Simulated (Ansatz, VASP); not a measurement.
# One calculation of LiCl, two programs

File INCAR:

```
SYSTEM = LiCl
PREC = Accurate ; ENCUT = 520
EDIFF = 1E-6 ; ISMEAR = 0
SIGMA = 0.02 ; LREAL = .False.
LASPH = .True. ; NELM = 60
ALGO = Normal ; ISIF = 2
LWAVE = .False. ; LCHARG = .False.
GGA = PE ; NBANDS = 18
```

The input KPOINTS:

```
regular mesh
0
Gamma
  9 9 4
  0 0 0
```

The input POSCAR:

```
LiCl
1.0
    3.9863066149      0.0000000000      0.0000000000
   -1.9931533075      3.4522427958      0.0000000000
    0.0000000000      0.0000000000      5.8845060796
Li Cl
2 2
Direct
    0.6666666700      0.3333333300      0.8807360877
    0.3333333300      0.6666666700      0.3807360877
    0.6666666700      0.3333333300      0.4942649123
    0.3333333300      0.6666666700      0.9942649123
```

Input for Ansatz:

```yaml
crystal:
  lattice:
    - [3.9863066149, 0.0, 0.0]
    - [-1.9931533075, 3.4522427958, 0.0]
    - [0.0, 0.0, 5.8845060796]
  atoms:
    - { symbol: Li, position: [0.66666667, 0.33333333, 0.8807360877] }
    - { symbol: Li, position: [0.33333333, 0.66666667, 0.3807360877] }
    - { symbol: Cl, position: [0.66666667, 0.33333333, 0.4942649123] }
    - { symbol: Cl, position: [0.33333333, 0.66666667, 0.9942649123] }
basis:
  ecutwfc: 420
kpoints:
  mp_grid: { grid: [9, 9, 4] }
hamiltonian:
  xc: pbe
scf:
  occupations: { method: gaussian, width: 0.02 }
output:
  forces: true
  stress: true
  eigenvalues: true
```

Alike in both runs: task single point; functional PBE; k mesh 9 × 9 × 4; occupations gaussian, width 0.02 eV; no spin polarisation.

|  | VASP | Ansatz |
| --- | --- | --- |
| version | VASP 6.6.1 | Ansatz 0.2.0 |
| potentials or method | VASP PAW PBE potentials, release 64 (Li_sv, Cl), cutoff 520 eV | scalar-relativistic, plane waves, PAW |
| valence electrons in the cell | 20 | 20 |

Ansatz gave:

| Property | Result |
| --- | --- |
| gap on the k mesh at the Fermi level (eV) | 5.92 |
| least direct gap on the mesh (eV) | 5.92 |
| rms of the force components (eV/Å) | 0.121 |

**Question.** Estimate VASP's values.

**Answer.** gap on the k mesh at the Fermi level (eV): 5.93; least direct gap on the mesh (eV): 5.93; rms of the force components (eV/Å): 0.123.

Atom by atom the forces differ by 0.001 eV/Å (rms over components).

Noted on VASP's run: the cutoff is under 1.25 times that of the potentials, so the pressure is a little rough.
